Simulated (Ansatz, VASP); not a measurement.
Ni in VASP and in Ansatz

The input INCAR:

```
ALGO = Normal
EDIFF = 1E-6
ENCUT = 520
GGA = CA
ISIF = 2
ISMEAR = -1
ISPIN = 2
LASPH = True
LCHARG = False
LMAXMIX = 4
LORBIT = 11
LREAL = False
LWAVE = False
MAGMOM = 0.607
NBANDS = 15
NELM = 150
PREC = Accurate
SIGMA = 0.05
```

Contents of KPOINTS:

```
k-points
0
Gamma
  16 16 16
```

The input POSCAR:

```
Ni
1.0
    0.0000000000      1.7124646296      1.7124646296
    1.7124646296      0.0000000000      1.7124646296
    1.7124646296      1.7124646296      0.0000000000
Ni
1
Direct
    0.0000000000      0.0000000000      0.0000000000
```

Input for Ansatz:

```yaml
crystal:
  lattice:
    - [0.0, 1.7124646296, 1.7124646296]
    - [1.7124646296, 0.0, 1.7124646296]
    - [1.7124646296, 1.7124646296, 0.0]
  atoms:
    - { symbol: Ni, position: [0.0, 0.0, 0.0], spin: 0.607 }
hamiltonian:
  xc: lda
  pseudopotentials:
    kind: paw
    azcp:
      Ni: "pseudopotentials/Ni.paw.azcp"
basis:
  ecutwfc: 500
  fft_grid_basis: typed
kpoints:
  mp_grid: { grid: [16, 16, 16], shift: [0, 0, 0] }
magnetization:
  spin_polarized: true
scf:
  occupations: { method: fermi_dirac, width: 0.05 }
  lower_state_search: "off"
output:
  stress: true
```

Alike in both runs: task single point; functional LDA; k mesh 16 × 16 × 16; occupations fermi-dirac, width 0.05 eV; collinear spin.

|  | VASP | Ansatz |
| --- | --- | --- |
| version | VASP 6.6.1 | Ansatz 0.2.0 |
| potentials or method | VASP PAW LDA potentials, release 64 (Ni), cutoff 520 eV | plane waves (500 eV) with PAW, scalar-relativistic |
| valence electrons in the cell | 10 | 18 |

|  | VASP | Ansatz | Ansatz less VASP |
| --- | --- | --- | --- |
| pressure (GPa) | -0.5 | -0.5 | +0.04 |
| net moment per atom (μB) | 0.57 | 0.58 | +0.007 |
| size of the moment on the site where the two differ most (μB) | 0.57 | 0.60 | +0.032 |

Ansatz warns that its potentials were made for another functional, while VASP's fit it. LDA's correlation is that of Perdew and Zunger in VASP and of Perdew and Wang (1992) in Ansatz. Site moments also hang on the region over which each program counts them. VASP's potentials hold 10 valence electrons a cell and Ansatz's 18, so a difference there can come from the potentials and not from the codes.
